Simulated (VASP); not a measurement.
# Be3TeO2 (Cmmm) in VASP: further runs

Runs on Be3TeO2. Level: PBE. Tasks: single point, relaxation of cell and atoms.

All numbers are computed with VASP 6.6.1; they aren't measurements. Logs are shortened: lines on timing, memory, paths and dates and some standing lists are left out, and cuts for length are marked.

**1. The cell of the first run**

It takes space group Cmmm (No. 65, orthorhombic). Conventional cell: a = 4.611 Å, b = 8.298 Å, c = 3.805 Å, α = 90.00°, β = 90.00°, γ = 90.00°. Be (site symmetry m2m) has 4 O at 2.30 Å and 5 Be at 2.41 to 2.95 Å and 3 Te at 2.67 to 2.74 Å within 3.0 Å. Within 3.1 Å of Be (site symmetry mmm) lie 4 O at 2.37 Å and 4 Be at 2.41 Å and 4 Te at 2.99 Å. Te (site symmetry mmm) has 10 Be at 2.67 to 2.99 Å and 8 O at 3.04 Å within 3.5 Å. Within 3.0 Å of O (site symmetry 2/m) lie 6 Be at 2.30 to 2.37 Å and 2 O at 2.31 Å.

**2. Single point, PBE**

Input file INCAR:

```
PREC = Accurate
ENCUT = 520
EDIFF = 1E-7
ISMEAR = 0
SIGMA = 0.1
LREAL = F
LASPH = T
NELM = 100
ALGO = Normal
ISIF = 2
LWAVE = F
LCHARG = F
GGA = PE
NBANDS = 21
```

Input file KPOINTS:

```
regular mesh
0
Gamma
  4 4 4
```

Input file POSCAR:

```
Be3TeO2
1.0
    2.3053481100     -4.1489143200      0.0000000000
    2.3053481100      4.1489143200      0.0000000000
    0.0000000000      0.0000000000      3.8049941600
Be Te O
3 1 2
Direct
    0.6779564000      0.3220436000      0.0000000000
    0.3220436000      0.6779564000      0.0000000000
    0.5000000000      0.5000000000      0.5000000000
    0.0000000000      0.0000000000      0.0000000000
    0.5000000000      0.0000000000      0.5000000000
    0.0000000000      0.5000000000      0.5000000000
```

Potentials or basis: VASP PAW PBE potentials, release 64 (Be, Te, O).

Launch:

```
$ cat potpaw_PBE.64/Be/POTCAR potpaw_PBE.64/Te/POTCAR potpaw_PBE.64/O/POTCAR > POTCAR
$ mpirun -np 1 vasp_std > vasp.out
```

OUTCAR:

```text
PREC = Accurate
   ENCUT = 520
   EDIFF = 1E-7
   ISMEAR = 0
   LREAL = F
   LASPH = T
   NELM = 100
   ISIF = 2
   GGA = PE

 ion  position               nearest neighbor table
   1  0.678  0.322  0.000-   4 2.67   4 2.74   4 2.74
   2  0.322  0.678  0.000-   4 2.67   4 2.74   4 2.74
   3  0.500  0.500  0.500-   4 2.99   4 2.99   4 2.99   4 2.99
   4  0.000  0.000  0.000-   1 2.67   2 2.67   1 2.74   2 2.74   1 2.74   2 2.74   3 2.99   3 2.99
                             3 2.99   3 2.99
   5  0.500  0.000  0.500-
   6  0.000  0.500  0.500-

  LATTYP: Found a base centered orthorhombic cell.
 ALAT       =     4.6106962200
 B/A-ratio  =     1.7996910323
 C/A-ratio  =     0.8252537097

  Lattice vectors:

 A1 = (   2.3053481100,  -4.1489143200,   0.0000000000)
 A2 = (   2.3053481100,   4.1489143200,   0.0000000000)
 A3 = (   0.0000000000,   0.0000000000,   3.8049941600)

Analysis of symmetry for initial positions (statically):
=====================================================================
 Subroutine PRICEL returns:
 Original cell was already a primitive cell.

 Routine SETGRP: Setting up the symmetry group for a
 base centered orthorhombic supercell.

 Subroutine GETGRP returns: Found  8 space group operations
 (whereof  8 operations were pure point group operations)
 out of a pool of  8 trial point group operations.

The static configuration has the point symmetry D_2h.

Analysis of symmetry for dynamics (positions and initial velocities):
=====================================================================
 Subroutine PRICEL returns:
 Original cell was already a primitive cell.

 Routine SETGRP: Setting up the symmetry group for a
 base centered orthorhombic supercell.

 Subroutine GETGRP returns: Found  8 space group operations
 (whereof  8 operations were pure point group operations)
 out of a pool of  8 trial point group operations.

The dynamic configuration has the point symmetry D_2h.

 Subroutine INISYM returns: Found  8 space group operations
 (whereof  8 operations are pure point group operations),
 and found     1 'primitive' translations

----------------------------------------------------------------------------------------

                                     Primitive cell

  volume of cell :      72.7872

  direct lattice vectors                    reciprocal lattice vectors
     2.305348110 -4.148914320  0.000000000     0.216886985 -0.120513455  0.000000000
     2.305348110  4.148914320  0.000000000     0.216886985  0.120513455  0.000000000
     0.000000000  0.000000000  3.804994160     0.000000000  0.000000000  0.262812493

  length of vectors
     4.746379667  4.746379667  3.804994160     0.248119844  0.248119844  0.262812493

  position of ions in fractional coordinates (direct lattice)
     0.677956400  0.322043600  0.000000000
     0.322043600  0.677956400  0.000000000
     0.500000000  0.500000000  0.500000000
     0.000000000  0.000000000  0.000000000
     0.500000000  1.000000000  0.500000000
     1.000000000  0.500000000  0.500000000

  ion indices of the primitive-cell ions
   primitive index   ion index
                 1           1
                 2           2
                 3           3
                 4           4
                 5           5
                 6           6

----------------------------------------------------------------------------------------

 KPOINTS: regular mesh

Automatic generation of k-mesh.
 Grid dimensions read from file:
 generate k-points for:    4    4    4

 Generating k-lattice:

  Cartesian coordinates                     Fractional coordinates (reciprocal lattice)
     0.054221746 -0.030128364  0.000000000     0.250000000 -0.000000000  0.000000000
     0.054221746  0.030128364  0.000000000    -0.000000000  0.250000000  0.000000000
     0.000000000  0.000000000  0.065703123     0.000000000  0.000000000  0.250000000

  Length of vectors
     0.062029961  0.062029961  0.065703123

  Shift w.r.t. Gamma in fractional coordinates (k-lattice)
     0.000000000  0.000000000  0.000000000

 Subroutine IBZKPT returns following result:
 ===========================================

 Found     21 irreducible k-points:

 Following reciprocal coordinates:
            Coordinates               Weight
  0.000000  0.000000  0.000000      1.000000
  0.250000  0.000000  0.000000      4.000000
  0.500000  0.000000  0.000000      2.000000
  0.250000  0.250000  0.000000      2.000000
  0.500000  0.250000  0.000000      4.000000
 -0.250000  0.250000  0.000000      2.000000
[... 13 lines left out ...]
 -0.250000  0.250000  0.500000      2.000000
  0.500000  0.500000  0.500000      1.000000
   k-points           NKPTS =     21   k-points in BZ     NKDIM =     21   number of bands    NBANDS=     21
   number of dos      NEDOS =    301   number of ions     NIONS =      6
   total plane-waves  NPLWV =  36288
   dimension x,y,z NGX =    36 NGY =   36 NGZ =   28
   dimension x,y,z NGXF=    72 NGYF=   72 NGZF=   56
   ions per type =               3   1   2
   NGX,Y,Z   is equivalent  to a cutoff of  12.61, 12.61, 12.23 a.u.
   NGXF,Y,Z  is equivalent  to a cutoff of  25.22, 25.22, 24.47 a.u.
 SYSTEM =  unknown system
   PREC   = accura    normal or accurate (medium, high low for compatibility)
   ISTART =      0    job   : 0-new  1-cont  2-samecut
   ICHARG =      2    charge: 1-file 2-atom 10-const
   ISPIN  =      1    spin polarized calculation?
   LNONCOLLINEAR =      F non collinear calculations
   LSORBIT =      F    spin-orbit coupling
   LASPH  =      T    aspherical Exc in radial PAW
   ENCUT  =  520.0 eV  38.22 Ry    6.18 a.u.   8.83  8.83  7.07*2*pi/ulx,y,z
   NELM   =    100;   NELMIN=  2; NELMDL= -5     # of ELM steps
   EDIFF  = 0.1E-06   stopping-criterion for ELM
   LREAL  =      F    real-space projection
   EDIFFG = 0.1E-05   stopping-criterion for IOM
   NSW    =      0    number of steps for IOM
   IBRION =     -1    ionic relax: 0-MD 1-quasi-New 2-CG
   NFREE  =      0    steps in history (QN), initial steepest desc. (CG)
   ISIF   =      2    stress and relaxation
   ISYM   =      2    0-nonsym 1-usesym 2-fastsym
   POTIM  = 0.5000    time-step for ionic-motion
   TEBEG  =    0.0;   TEEND  =   0.0 temperature during run
   PSTRESS=    0.0 pullay stress
   NELECT =      24.0000    total number of electrons
   NUPDOWN=      -1.0000    fix difference up-down
   EMIN   =  10.00;   EMAX   =-10.00  energy-range for DOS
   EFERMI =   0.00;   METHOD = LEGACY
   ISMEAR =     0;   SIGMA  =   0.10  broadening in eV -4-tet -1-fermi 0-gaus
   EFERMI_NEDOS =   21; number of points for ismear=-14 and -15
   IALGO  =     38    algorithm
   IMIX   =      4    mixing-type and parameters
     AMIX     =   0.40;   BMIX     =  1.00
     AMIX_MAG =   1.60;   BMIX_MAG =  1.00
  volume/ion in A,a.u.               =      12.13        81.87
  Fermi-wavevector in a.u.,A,eV,Ry     =   1.130994  2.137269 17.403854  1.279147
  Thomas-Fermi vector in A             =   2.267692
   LORBIT       =      0    0 simple, 1 ext, 2 COOP (PROOUT), +10 PAW based schemes
   GGA     = PE    functional components
   LHFCALC =     F    Hartree Fock is set to
   AEXX    =    0.0000 exact exchange contribution
   IVDW    =     0    specifies the selected vdW correction
   LEPSILON=     F    determine dielectric tensor
   LRPA    =     F    only Hartree local field effects (RPA)
 non-spin polarized calculation
 Gauss-broadening in eV      SIGMA  =   0.10
  energy-cutoff  :      520.00
  volume of cell :       72.79
 maximum number of plane-waves:      1984
   NGX = 17   NGY = 17   NGZ = 15

 number of electron      23.9999990 magnetization

 Free energy of the ion-electron system (eV)
  ---------------------------------------------------
  ext. energy  EPLUGINS =         0.00000000
  ---------------------------------------------------
  free energy    TOTEN  =       -22.43389861 eV

  energy without entropy =      -22.41853795  energy(sigma->0) =      -22.42621828

 E-fermi :   6.4395     XC(G=0): -10.4220

 val. band max:        6.4191522858   @ k =   0.2500   0.0000   0.0000
 cond. band min:       6.4727062745   @ k =   0.2500   0.0000   0.0000
 fundamental gap:      0.0535539887
 Fermi energy:         6.4395220527

 k-point     1 :       0.0000    0.0000    0.0000
  band No.  band energies     occupation
      1     -12.1669      2.00000
      2     -10.2329      2.00000
      3      -5.5741      2.00000
      4       0.3767      2.00000
      5       0.8405      2.00000
      6       0.9916      2.00000
[... 13 lines left out ...]
     20      12.9639      0.00000
     21      15.3850      0.00000

 k-point     2 :       0.2500    0.0000    0.0000
  band No.  band energies     occupation
      1     -11.9250      2.00000
      2     -10.5701      2.00000
      3      -5.5238      2.00000
      4      -0.3701      2.00000
      5       1.0257      2.00000
      6       1.2359      2.00000
[... 13 lines left out ...]
     20      12.1544      0.00000
     21      14.3805      0.00000

 k-point     3 :       0.5000    0.0000    0.0000
  band No.  band energies     occupation
      1     -11.3164      2.00000
      2     -11.2697      2.00000
      3      -5.4599      2.00000
      4      -1.2211      2.00000
      5       1.5786      2.00000
      6       2.0749      2.00000
[... 13 lines left out ...]
     20      12.8920      0.00000
     21      12.9373      0.00000

 k-point     4 :       0.2500    0.2500    0.0000
  band No.  band energies     occupation
      1     -11.3470      2.00000
      2     -11.2374      2.00000
      3      -5.4701      2.00000
      4      -1.2052      2.00000
      5       1.5520      2.00000
      6       2.1859      2.00000
[... 13 lines left out ...]
     20      12.6307      0.00000
     21      12.7624      0.00000

 k-point     5 :       0.5000    0.2500    0.0000
  band No.  band energies     occupation
      1     -11.8287      2.00000
      2     -10.6218      2.00000
      3      -5.8099      2.00000
      4      -0.5566      2.00000
      5       1.4443      2.00000
      6       1.7841      2.00000
[... 13 lines left out ...]
     20      13.1350      0.00000
     21      13.1824      0.00000

 k-point     6 :      -0.2500    0.2500    0.0000
  band No.  band energies     occupation
      1     -12.0960      2.00000
      2     -10.2593      2.00000
      3      -5.8407      2.00000
      4       0.0591      2.00000
      5       1.0509      2.00000
      6       1.2872      2.00000
[... 13 lines left out ...]
     20      12.6462      0.00000
     21      14.3393      0.00000

 k-point     7 :       0.5000    0.5000    0.0000
  band No.  band energies     occupation
      1     -12.0214      2.00000
      2     -10.2852      2.00000
      3      -6.1004      2.00000
      4      -0.1653      2.00000
      5       1.3942      2.00000
      6       1.6839      2.00000
[... 13 lines left out ...]
     20      12.8378      0.00000
     21      13.4102      0.00000
[... 219 lines left out ...]
      1     -11.1518      2.00000
      2     -11.1381      2.00000
      3      -5.2435      2.00000
      4      -1.2892      2.00000
      5       1.0579      2.00000
      6       1.1889      2.00000
[... 13 lines left out ...]
     20      13.1151      0.00000
     21      13.3733      0.00000

 k-point    18 :       0.2500    0.2500    0.5000
  band No.  band energies     occupation
      1     -11.1693      2.00000
      2     -11.1204      2.00000
      3      -5.2502      2.00000
      4      -0.8159      2.00000
      5      -0.2924      2.00000
      6       0.8104      2.00000
[... 13 lines left out ...]
     20      13.0894      0.00000
     21      14.3070      0.00000

 k-point    19 :       0.5000    0.2500    0.5000
  band No.  band energies     occupation
      1     -11.6873      2.00000
      2     -10.4911      2.00000
      3      -5.2937      2.00000
      4      -1.0260      2.00000
      5      -0.0861      2.00000
      6      -0.0708      2.00000
[... 13 lines left out ...]
     20      12.9530      0.00000
     21      14.6369      0.00000

 k-point    20 :      -0.2500    0.2500    0.5000
  band No.  band energies     occupation
      1     -11.9189      2.00000
      2     -10.1576      2.00000
      3      -5.6636      2.00000
      4      -0.3518      2.00000
      5      -0.1029      2.00000
      6       1.0902      2.00000
[... 13 lines left out ...]
     20      14.2359      0.00000
     21      14.6859      0.00000

 k-point    21 :       0.5000    0.5000    0.5000
  band No.  band energies     occupation
      1     -11.8880      2.00000
      2     -10.1734      2.00000
      3      -5.3255      2.00000
      4      -1.4821      2.00000
      5      -0.6260      2.00000
      6       0.8083      2.00000
[... 13 lines left out ...]
     20      12.5363      0.00000
     21      13.3752      0.00000

------------------------ aborting loop because EDIFF is reached ----------------------------------------

  FORCE on cell =-STRESS in cart. coord.  units (eV):
  Direction    XX          YY          ZZ          XY          YZ          ZX
  --------------------------------------------------------------------------------------
  -------------------------------------------------------------------------------------
  Total       -2.9195139     -2.4997054     -7.3605481      0.0000000      0.0000000      0.0000000
  in kB      -64.2637650    -55.0230220   -162.0189326      0.0000000      0.0000000      0.0000000
  external PRESSURE =     -93.7685732 kB  Pullay stress =       0.0000000 kB

 VOLUME and BASIS-vectors are now :
 -----------------------------------------------------------------------------
  energy-cutoff  :      520.00
  volume of cell :       72.79
      direct lattice vectors                 reciprocal lattice vectors
     2.305348110 -4.148914320  0.000000000     0.216886985 -0.120513455  0.000000000
     2.305348110  4.148914320  0.000000000     0.216886985  0.120513455  0.000000000
     0.000000000  0.000000000  3.804994160     0.000000000  0.000000000  0.262812493

 POSITION                                       TOTAL-FORCE (eV/Angst)
 -----------------------------------------------------------------------------------
      2.30535     -1.47665      0.00000         0.000000     -1.016159      0.000000
      2.30535      1.47665      0.00000         0.000000      1.016159      0.000000
      2.30535      0.00000      1.90250        -0.000000     -0.000000      0.000000
      0.00000      0.00000      0.00000         0.000000      0.000000      0.000000
      1.15267     -2.07446      1.90250        -0.000000      0.000000      0.000000
      1.15267      2.07446      1.90250         0.000000      0.000000      0.000000
 -----------------------------------------------------------------------------------
    total drift:                                0.000000     -0.000000      0.000000

  FREE ENERGIE OF THE ION-ELECTRON SYSTEM (eV)
  ---------------------------------------------------
  free  energy   TOTEN  =       -22.4338986094 eV

  energy  without entropy=      -22.4185379494  energy(sigma->0) =      -22.42621828
```

Run time: 32 s. Hardware: 1 thread of Intel Xeon Platinum 8259CL at 2.50GHz (Skylake/Cascade Lake), shared host; peak memory 0.19 GiB.

What came out:

```
Free energy            : -22.4339 eV
Pressure               : -9.4 GPa
Largest force          : 1.016 eV/Å
Band gap on the k mesh : zero (band 12 reaches 6.49 eV, above the bottom of band 13 at 6.47 eV)
```

Forces on the atoms (eV/Å):
```
Be   0.000 -1.016  0.000
Be   0.000  1.016  0.000
Be   0.000  0.000  0.000
Te   0.000  0.000  0.000
O    0.000  0.000  0.000
O    0.000  0.000  0.000
```

Caveat: the k points lie up to 0.41 Å⁻¹ apart; spin-orbit coupling is left out, which moves the levels of the heavy elements; forces of over 1 eV/Å act on the atoms, so gaps and moduli don't describe the material at rest.

**3. Single point, PBE**

This run uses another cell than the first one, of 12.64 Å³/atom, 1.042 times its volume.

Input file INCAR:

```
SYSTEM = Be3TeO2
ALGO     = Normal         ! electronic algorithm
EDIFF    = 1E-6           ! SCF threshold, eV
ENCUT    = 520            ! plane-wave cutoff, eV
GGA      = PE             ! functional
ISIF     = 2              ! what is computed and relaxed
ISMEAR   = 0              ! smearing method
LASPH    = .True.         ! aspherical terms in the spheres
LCHARG   = .True.         ! write CHGCAR
LELF     = .True.         ! ELF
LREAL    = .False.        ! projectors in reciprocal space
LVHAR    = .True.       
LWAVE    = .False.        ! write WAVECAR
NBANDS   = 21             ! bands
NELM     = 80             ! most SCF steps
PREC     = Accurate       ! precision mode
SIGMA    = 0.1            ! smearing width, eV
```

Input file KPOINTS:

```
k-points
0
Gamma
  4 4 4
  0 0 0
```

Input file POSCAR:

```
Be3TeO2
1.0
    2.3403544305     -6.0300503618      0.0000000000
    2.3403544305      6.0300503618      0.0000000000
    0.0000000000      0.0000000000      2.6873767502
Be Te O
3 1 2
Direct
    0.7613510220      0.2386489780      0.0000000000
    0.2386489780      0.7613510220      0.0000000000
    0.5000000000      0.5000000000      0.5000000000
    0.0000000000      0.0000000000      0.0000000000
    0.5000000000      0.0000000000      0.5000000000
    0.0000000000      0.5000000000      0.5000000000
```

Potentials or basis: VASP PAW PBE potentials, release 64 (Be, Te, O).

Launch:

```
$ cat potpaw_PBE.64/Be/POTCAR potpaw_PBE.64/Te/POTCAR potpaw_PBE.64/O/POTCAR > POTCAR
$ mpirun -np 1 vasp_std > vasp.out
```

It took 41 s on 1 thread of Intel Xeon Platinum 8259CL at 2.50GHz (Skylake/Cascade Lake), shared host; peak memory 0.21 GiB.

It converged, with:

```
Free energy            : -29.3054 eV
Pressure               : 0.3 GPa
Band gap on the k mesh : zero (band 12 reaches 6.31 eV, above the bottom of band 13 at 4.85 eV)
```

Forces in eV/Å, atoms in the order of the input:
```
Be   0.000 -0.002  0.000
Be   0.000  0.002  0.000
Be   0.000  0.000  0.000
Te   0.000  0.000  0.000
O    0.000  0.000  0.000
O    0.000  0.000  0.000
```

Stress tensor (GPa, compression positive):
```
0.00 0.00 0.00
0.00 0.24 0.00
0.00 0.00 0.57
```

Levels at points of the mesh, in eV from the Fermi level:
```tsv
k point	band 8	band 9	band 10	band 11	band 12	band 13	band 14	band 15	band 16	band 17
(0.00, 0.00, 0.00)	-2.35	-1.98	-1.74	-1.37	-0.78	2.79	3.10	5.30	5.86	6.12
(0.50, 0.00, 0.00)	-3.77	-2.75	-2.75	-1.63	0.81	3.41	3.98	5.06	6.18	7.21
(0.50, 0.50, 0.00)	-3.54	-2.38	-1.92	-1.74	-0.78	1.61	5.86	6.08	6.15	6.93
(0.00, 0.00, 0.50)	-3.13	-1.53	-1.10	-0.41	-0.04	0.37	1.63	2.70	3.92	5.30
(0.50, 0.00, 0.50)	-3.65	-3.61	-2.45	-2.20	-0.35	0.03	4.12	4.29	5.82	5.99
(0.50, 0.50, 0.50)	-2.71	-1.45	-0.33	-0.05	-0.04	0.35	1.43	2.92	2.96	3.69
```

Caveat: the k points lie up to 0.58 Å⁻¹ apart; spin-orbit coupling is left out, which moves the levels of the heavy elements.

(Part 1 of 2 ends here.)
